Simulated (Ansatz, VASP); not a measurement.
## Two plane-wave programs on Hf7S

```
Hf S
1.0
     3.26665    0.00000    0.00000
    -1.63332    2.82900    0.00000
     0.00000    0.00000   18.60651
Hf S
7 1
Direct
  0.33333 0.66667 0.09739
  0.33333 0.66667 0.90261
  0.66667 0.33333 0.77007
  0.33333 0.66667 0.36595
  0.66667 0.33333 0.50000
  0.66667 0.33333 0.22993
  0.33333 0.66667 0.63405
  0.00000 0.00000 0.00000
```

Alike in both runs: functional PBE; k mesh 12 × 12 × 2; occupations gaussian, width 0.1 eV; no spin polarisation.

Ansatz relaxed the structure, and its values are those at the end. VASP's run is a single point on that final structure, the one shown.

```csv
,VASP,Ansatz
version,VASP 6.6.1,Ansatz 0.2.0
potentials or method,"VASP PAW PBE potentials, release 64 (Hf_pv, S), cutoff 520 eV","scalar-relativistic, plane waves, PAW"
valence electrons in the cell,76,188
```

Ansatz gave:

- gap on the k mesh at the Fermi level (eV): none
- pressure (GPa): 0.0
- rms of the force components (eV/Å): 0.001

**Question.** Estimate VASP's values.

**Answer.** gap on the k mesh at the Fermi level (eV): none; pressure (GPa): -0.5; rms of the force components (eV/Å): 0.005.

A gap of «none» marks a metal or a gap that the smearing closes. With one functional, cell and mesh, what is left measures potentials, basis and numerics. VASP's potentials hold 76 valence electrons a cell and Ansatz's 188, so a difference there can come from the potentials and not from the codes.

Spin-orbit coupling is off throughout.
